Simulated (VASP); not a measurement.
Input of a VASP 6.6.1 run:

File POSCAR:

```
TiTe2
1.0
    3.7931805216      0.0000000000      0.0000000000
   -1.8965902608      3.2849906928      0.0000000000
    0.0000000000      0.0000000000      6.5436458709
Ti Te
1 2
Direct
    0.0000000000      0.0000000000      0.0000000000
    0.3333333333      0.6666666667      0.2573990701
    0.6666666667      0.3333333333      0.7426009299
```

Contents of INCAR.step1:

```
SYSTEM = TiTe2
ALGO = Normal
EDIFF = 1E-4
ENCUT = 520
GGA = PE
ISMEAR = 0
LASPH = .True.
LCHARG = .False.
LREAL = .False.
LWAVE = .True.
NBANDS = 19
NELM = 100
PREC = Accurate
SIGMA = 0.05
```

INCAR.step2

```
SYSTEM = TiTe2
ALGO = Normal
EDIFF = 1E-6
ENCUT = 520
ISIF = 2
ISMEAR = 0
ISTART = 1
IVDW = 12
LASPH = .True.
LCHARG = .False.
LMIXTAU = .True.
LREAL = .False.
LWAVE = .False.
METAGGA = R2SCAN
NBANDS = 19
NELM = 100
PREC = Accurate
SIGMA = 0.05
VDW_A1 = 0.49484001
VDW_A2 = 5.73083694
VDW_S6 = 1.0
VDW_S8 = 0.78981345
```

Contents of KPOINTS:

```
k-points
0
Gamma
  8 8 4
  0 0 0
```

Potentials or basis: VASP PAW PBE potentials, release 64 (Ti_sv, Te).

Command:

```console
$ cat potpaw_PBE.64/Ti_sv/POTCAR potpaw_PBE.64/Te/POTCAR > POTCAR
$ cp INCAR.step1 INCAR
$ mpirun -np 1 vasp_std > vasp.out
$ cp INCAR.step2 INCAR
$ mpirun -np 1 vasp_std > vasp.out
```

Problem. What does it give for the largest force?

Solution. 0.017 eV/Å.

Problem. What does it give for the dispersion energy per atom?

Solution. -0.226 eV.

Problem. Estimate the band gap on the k mesh.

Solution. Zero (band 12 reaches 7.00 eV, above the bottom of band 13 at 6.44 eV).

Problem. What does it give for the pressure?

Solution. -0.2 GPa.

Forces on the atoms (eV/Å):
```
Ti   0.000  0.000  0.000
Te   0.000  0.000  0.017
Te   0.000  0.000 -0.017
```

Caveat: three body term missing; the PAW data sets were made with another functional, which shifts forces and pressure a little; spin-orbit coupling is left out, which moves the levels of the heavy elements.
